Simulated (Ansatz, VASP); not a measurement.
# One calculation of In3GeO2, two programs

```
CELL_PARAMETERS angstrom
2.89078 -6.87473 0.00000
2.89078 6.87473 0.00000
0.00000 0.00000 3.13152
ATOMIC_POSITIONS crystal
In 0.80437 0.19563 0.00000
In 0.19563 0.80437 0.00000
In 0.50000 0.50000 0.50000
Ge 0.00000 0.00000 0.00000
O 0.50000 0.00000 0.50000
O 0.00000 0.50000 0.50000
```

Change from the starting cell: species swapped into the LaAl2Cu3 type (Cmmm, No. 65).

Alike in both runs: functional PBE; k mesh 4 × 4 × 4; occupations gaussian, width 0.1 eV; no spin polarisation.

Ansatz relaxed the structure, and its values are those at the end. VASP's run is a single point on that final structure, the one shown.

|  | VASP | Ansatz |
| --- | --- | --- |
| version | VASP 6.6.1 | Ansatz 0.2.0 |
| potentials or method | VASP PAW PBE potentials, release 64 (In_d, Ge_d, O), cutoff 520 eV | scalar-relativistic, plane waves, PAW |
| valence electrons in the cell | 65 | 65 |

|  | VASP | Ansatz | Ansatz less VASP |
| --- | --- | --- | --- |
| gap on the k mesh at the Fermi level (eV) | none | none | - |
| pressure (GPa) | 0.1 | 0.0 | -0.09 |
| rms of the force components (eV/Å) | 0.005 | 0.004 | -0.0014 |

A gap of «none» marks a metal or a gap that the smearing closes.

The k mesh is coarse, so the values compare programs but aren't converged.
